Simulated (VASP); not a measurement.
Runs of VASP 6.6.1 on CdS. The structure is that of space group F-43m (No. 216), or close to it. The cells are those of the table. 

```tsv
cell	gap on the mesh (eV)	pressure (GPa)
a = 4.238 Å, angles 60.0°, 2 atoms	1.40	-2.9
a = 4.198 Å, angles 60.0°, 2 atoms	1.47	(c)
a = 4.115 Å, angles 60.0°, 2 atoms	1.61	2.3
a = 4.072 Å, angles 60.0°, 2 atoms	1.68	(a)
a = 4.157 Å, angles 60.0°, 2 atoms	(b)	0.3
```

Alike in all rows: task single point; level r2SCAN; potentials or basis VASP PAW PBE potentials, release 64 (Cd, S); no spin polarisation; k mesh 8 × 8 × 8; cutoff (eV) 520; smearing gaussian 0.02 eV.

Fill in the values left out.

(a) 4.7; (b) 1.54; (c) -1.4.

Caveats: the PAW data sets were made with another functional, which shifts forces and pressure a little; the cell stands under pressure (at least some runs).

A k mesh can miss the band edges, and the runs leave out spin-orbit coupling on Cd.
